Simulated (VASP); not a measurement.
# C (P6_3/mmc) in VASP: notebook, part 2 of 2

VASP 6.6.1. Earlier steps stand in the parts before.

### 5 Single point, PBE (biaxial strain in the a-b plane: +3.0 %)

INCAR

```
PREC = Accurate
ENCUT = 520
EDIFF = 1E-6
ISMEAR = 0
SIGMA = 0.1
LREAL = False
LASPH = True
NELM = 80
ALGO = Normal
ISIF = 2
LWAVE = False
LCHARG = False
GGA = PE
NBANDS = 16
```

KPOINTS

```
regular mesh
0
Gamma
  24 24 6
```

POSCAR

```
C
1.0
    2.5405287920      0.0000000000      0.0000000000
   -1.2702643960      2.2001624729      0.0000000000
    0.0000000000      0.0000000000      8.3130710131
C
4
Direct
    0.0000000000      0.0000000000      0.2500000000
    0.0000000000      0.0000000000      0.7500000000
    0.3333333333      0.6666666667      0.2500000000
    0.6666666667      0.3333333333      0.7500000000
```

Potentials or basis: VASP PAW PBE potentials, release 64 (C).

Command:

```bash
> cat potpaw_PBE.64/C/POTCAR > POTCAR
> mpirun -np 1 vasp_std > vasp.out
```

OUTCAR:

```text
PREC = Accurate
   ENCUT = 520
   EDIFF = 1E-6
   ISMEAR = 0
   LREAL = False
   LASPH = True
   NELM = 80
   ISIF = 2
   GGA = PE

 ion  position               nearest neighbor table
   1  0.000  0.000  0.250-   3 1.47   3 1.47   3 1.47
   2  0.000  0.000  0.750-   4 1.47   4 1.47   4 1.47
   3  0.333  0.667  0.250-   1 1.47   1 1.47   1 1.47
   4  0.667  0.333  0.750-   2 1.47   2 1.47   2 1.47

  LATTYP: Found a hexagonal cell.
 ALAT       =     2.5405287920
 C/A-ratio  =     3.2721813818

  Lattice vectors:

 A1 = (   2.5405287920,   0.0000000000,   0.0000000000)
 A2 = (  -1.2702643960,   2.2001624729,   0.0000000000)
 A3 = (   0.0000000000,   0.0000000000,   8.3130710131)

Analysis of symmetry for initial positions (statically):
=====================================================================
 Subroutine PRICEL returns:
 Original cell was already a primitive cell.

 Routine SETGRP: Setting up the symmetry group for a
 hexagonal supercell.

 Subroutine GETGRP returns: Found 24 space group operations
 (whereof 12 operations were pure point group operations)
 out of a pool of 24 trial point group operations.

The static configuration has the point symmetry D_3d.
 The point group associated with its full space group is D_6h.

Analysis of symmetry for dynamics (positions and initial velocities):
=====================================================================
 Subroutine PRICEL returns:
 Original cell was already a primitive cell.

 Routine SETGRP: Setting up the symmetry group for a
 hexagonal supercell.

 Subroutine GETGRP returns: Found 24 space group operations
 (whereof 12 operations were pure point group operations)
 out of a pool of 24 trial point group operations.

The dynamic configuration has the point symmetry D_3d.
 The point group associated with its full space group is D_6h.

 Subroutine INISYM returns: Found 24 space group operations
 (whereof 12 operations are pure point group operations),
 and found     1 'primitive' translations
[... 121 lines left out ...]
  Fermi-wavevector in a.u.,A,eV,Ry     =   1.147452  2.168371 17.914072  1.316647
  Thomas-Fermi vector in A             =   2.284132
   LORBIT       =      0    0 simple, 1 ext, 2 COOP (PROOUT), +10 PAW based schemes
   GGA     = PE    functional components
   LHFCALC =     F    Hartree Fock is set to
   AEXX    =    0.0000 exact exchange contribution
   IVDW    =     0    specifies the selected vdW correction
   LEPSILON=     F    determine dielectric tensor
   LRPA    =     F    only Hartree local field effects (RPA)
 non-spin polarized calculation
 Gauss-broadening in eV      SIGMA  =   0.10
  energy-cutoff  :      520.00
  volume of cell :       46.47
 maximum number of plane-waves:      1267
 NGX is ok and might be reduce to    20
   NGX =  9   NGY =  9   NGZ = 31

 number of electron      15.9999998 magnetization

 Free energy of the ion-electron system (eV)
  ---------------------------------------------------
  ext. energy  EPLUGINS =         0.00000000
  ---------------------------------------------------
  free energy    TOTEN  =       -36.68807461 eV

  energy without entropy =      -36.68753535  energy(sigma->0) =      -36.68780498

 E-fermi :   2.5031     XC(G=0):  -8.7358

 val. band max:        2.5025616314   @ k =   0.3333   0.3333   0.1667
 cond. band min:       2.5036540092   @ k =   0.3333   0.3333   0.3333
 fundamental gap:      0.0010923777
 Fermi energy:         2.5030772066

 k-point     1 :       0.0000    0.0000    0.0000
  band No.  band energies     occupation
      1     -16.3334      2.00000
      2     -16.2842      2.00000
      3      -4.8188      2.00000
      4      -4.2184      2.00000
      5      -0.5621      2.00000
      6      -0.5621      2.00000
[... 433 lines left out ...]
      3     -10.0226      2.00000
      4     -10.0035      2.00000
      5      -3.7915      2.00000
      6      -3.7845      2.00000
[... 8 lines left out ...]
     15      14.7173      0.00000
     16      15.7501      0.00000

 [... further k-points ...]

------------------------ aborting loop because EDIFF is reached ----------------------------------------

  FORCE on cell =-STRESS in cart. coord.  units (eV):
  Direction    XX          YY          ZZ          XY          YZ          ZX
  --------------------------------------------------------------------------------------
  -------------------------------------------------------------------------------------
  Total       -7.3877858     -7.3877858      0.0209799     -0.0000000     -0.0000000      0.0000000
  in kB     -254.7325902   -254.7325902      0.7233927     -0.0000000     -0.0000000      0.0000000
  external PRESSURE =    -169.5805959 kB  Pullay stress =       0.0000000 kB

 VOLUME and BASIS-vectors are now :
 -----------------------------------------------------------------------------
  energy-cutoff  :      520.00
  volume of cell :       46.47
      direct lattice vectors                 reciprocal lattice vectors
     2.540528792  0.000000000  0.000000000     0.393618842  0.227255944  0.000000000
    -1.270264396  2.200162473  0.000000000     0.000000000  0.454511888  0.000000000
     0.000000000  0.000000000  8.313071013     0.000000000  0.000000000  0.120292489

 POSITION                                       TOTAL-FORCE (eV/Angst)
 -----------------------------------------------------------------------------------
      0.00000      0.00000      2.07827        -0.000000      0.000000     -0.000000
      0.00000      0.00000      6.23480         0.000000     -0.000000     -0.000000
     -0.00000      1.46677      2.07827        -0.000000      0.000000      0.000000
      1.27026      0.73339      6.23480         0.000000     -0.000000      0.000000
 -----------------------------------------------------------------------------------
    total drift:                                0.000000      0.000000      0.000000

  FREE ENERGIE OF THE ION-ELECTRON SYSTEM (eV)
  ---------------------------------------------------
  free  energy   TOTEN  =       -36.6880746096 eV

  energy  without entropy=      -36.6875353532  energy(sigma->0) =      -36.68780498
```

OSZICAR:

```text
N       E                     dE             d eps       ncg     rms          rms(c)
DAV:   1     0.429285595646E+02    0.42929E+02   -0.75307E+03  7816   0.892E+02
DAV:   2    -0.348948783868E+02   -0.77823E+02   -0.70893E+02 10936   0.185E+02
DAV:   3    -0.385077477117E+02   -0.36129E+01   -0.35892E+01 10584   0.385E+01
DAV:   4    -0.385487354488E+02   -0.40988E-01   -0.40960E-01  9720   0.488E+00
DAV:   5    -0.385495337310E+02   -0.79828E-03   -0.79813E-03 10344   0.648E-01    0.794E+00
DAV:   6    -0.371585983584E+02    0.13909E+01   -0.10092E+00  9296   0.587E+00    0.466E+00
DAV:   7    -0.366789513115E+02    0.47965E+00   -0.12951E+00  9688   0.672E+00    0.118E+00
DAV:   8    -0.366880550513E+02   -0.91037E-02   -0.48397E-02  8840   0.128E+00    0.148E-01
DAV:   9    -0.366877836688E+02    0.27138E-03   -0.87957E-04 10720   0.199E-01    0.855E-02
DAV:  10    -0.366880723245E+02   -0.28866E-03   -0.68537E-04  8432   0.160E-01    0.504E-02
DAV:  11    -0.366880726038E+02   -0.27931E-06   -0.14474E-05 10440   0.250E-02    0.886E-03
DAV:  12    -0.366880744293E+02   -0.18255E-05   -0.20247E-06  8696   0.123E-02    0.352E-03
DAV:  13    -0.366880746096E+02   -0.18026E-06   -0.25642E-07  7968   0.326E-03
   1 F= -.36688075E+02 E0= -.36687805E+02  d E =-.539256E-03
```

stdout:

```text
POSCAR found type information on POSCAR C
 POSCAR found :  1 types and       4 ions
 scaLAPACK will be used
 LDA part: xc-table for (Slater+PW92), standard interpolation
 POSCAR, INCAR and KPOINTS ok, starting setup
 FFT: planning ... GRIDC
 FFT: planning ... GRID_SOFT
 FFT: planning ... GRID
 WAVECAR not read
 entering main loop
```

Run time: 4.4 min. Hardware: 1 thread of AMD EPYC, shared host; peak memory 0.22 GiB.

Results:

| Property | Result |
| --- | --- |
| Free energy | -36.6881 eV |
| Pressure | -17.0 GPa |
| Band gap on the k mesh | zero (filled and empty bands touch) |

Levels at points of the mesh, in eV from the Fermi level:
```
           k point  band 6  band 7  band 8  band 9  band 10  band 11
(0.00, 0.00, 0.00)   -3.07   -3.06   -3.06    3.46     7.00     7.74
(0.50, 0.00, 0.00)   -6.17   -2.29   -2.10    1.53     1.77     6.48
(0.00, 0.00, 0.50)   -3.06   -3.06   -3.06    4.84     4.84     7.74
(0.50, 0.00, 0.50)   -6.17   -2.19   -2.19    1.63     1.63     6.52
```

Caveat: the cell differs from its parent crystal (biaxial strain in the a-b plane: +3.0 %); the cell stands under tension; this functional lacks dispersion, which binds the layers, so the pressure and a relaxed spacing across them are unreliable.

### 6 Single point, PBE (biaxial strain in the a-b plane: +1.5 %, then relaxed in part)

INCAR

```
ALGO = Normal
EDIFF = 1E-6
ENCUT = 520
GGA = PE
ISIF = 2
ISMEAR = 0
LASPH = T
LCHARG = F
LREAL = F
LWAVE = F
NBANDS = 16
NELM = 80
PREC = Accurate
SIGMA = 0.1
```

KPOINTS

```
k-points
0
Gamma
  24 24 6
```

POSCAR

```
C
1.0
    2.5035307999      0.0000000000      0.0000000000
   -1.2517653999      2.1681212718      0.0000000000
    0.0000000000      0.0000000000      8.6705484452
C
4
Direct
    0.0000000000      0.0000000000      0.2500000000
    0.0000000000      0.0000000000      0.7500000000
    0.3333333333      0.6666666667      0.2500000000
    0.6666666667      0.3333333333      0.7500000000
```

Potentials or basis: VASP PAW PBE potentials, release 64 (C).

Command:

```bash
> cat potpaw_PBE.64/C/POTCAR > POTCAR
> mpirun -np 1 vasp_std > vasp.out
```

It took 4.1 min on 1 thread of AMD EPYC, shared host; peak memory 0.22 GiB.

The run converged. Its results:

- Free energy: -36.8526 eV
- Pressure: -8.6 GPa
- Band gap on the k mesh: zero (filled and empty bands touch)

Stress tensor (GPa, compression positive):
```
-12.86   0.00   0.00
  0.00 -12.86   0.00
  0.00   0.00  -0.04
```

Levels at points of the mesh, in eV from the Fermi level:
```tsv
k point	band 4	band 5	band 6	band 7	band 8	band 9	band 10	band 11	band 12	band 13
(0.00, 0.00, 0.00)	-7.09	-3.06	-3.06	-3.06	-3.06	3.19	6.35	8.01	8.01	8.02
(0.50, 0.00, 0.00)	-12.95	-6.30	-6.29	-2.34	-2.21	1.57	1.76	6.91	6.95	10.50
(0.00, 0.00, 0.50)	-7.32	-3.06	-3.06	-3.06	-3.06	4.40	4.40	8.02	8.02	8.02
(0.50, 0.00, 0.50)	-12.95	-6.29	-6.29	-2.27	-2.27	1.65	1.65	6.93	6.93	11.28
```

Caveat: the cell differs from its parent crystal (biaxial strain in the a-b plane: +1.5 %, then relaxed in part); the cell stands under tension; this functional lacks dispersion, which binds the layers, so the pressure and a relaxed spacing across them are unreliable.

### 7 Overview

| cell | gap on the mesh (eV) | pressure (GPa) |
| --- | --- | --- |
| a = 2.430, b = 2.430, c = 8.624 Å, angles 90.0, 90.0, 120.0°, 4 atoms | none | 10.7 |
| a = 2.467, b = 2.467, c = 8.465 Å, angles 90.0, 90.0, 120.0°, 4 atoms | none | 0.4 |
| a = 2.504, b = 2.504, c = 8.389 Å, angles 90.0, 90.0, 120.0°, 4 atoms | none | -8.9 |
| a = 2.541, b = 2.541, c = 8.313 Å, angles 90.0, 90.0, 120.0°, 4 atoms | none | -17.0 |
| a = 2.504, b = 2.504, c = 8.671 Å, angles 90.0, 90.0, 120.0°, 4 atoms | none | -8.6 |

Alike in all rows: task single point; level PBE; potentials or basis VASP PAW PBE potentials, release 64 (C); no spin polarisation; k mesh 24 × 24 × 6; cutoff (eV) 520; smearing gaussian 0.1 eV.

Caveats: this functional lacks dispersion, which binds the layers, so the pressure and a relaxed spacing across them are unreliable; the cell stands under tension (at least some runs); the cell stands under pressure (at least some runs).

Total energies depend on the potentials used, so only differences within one code and one set of settings carry meaning.
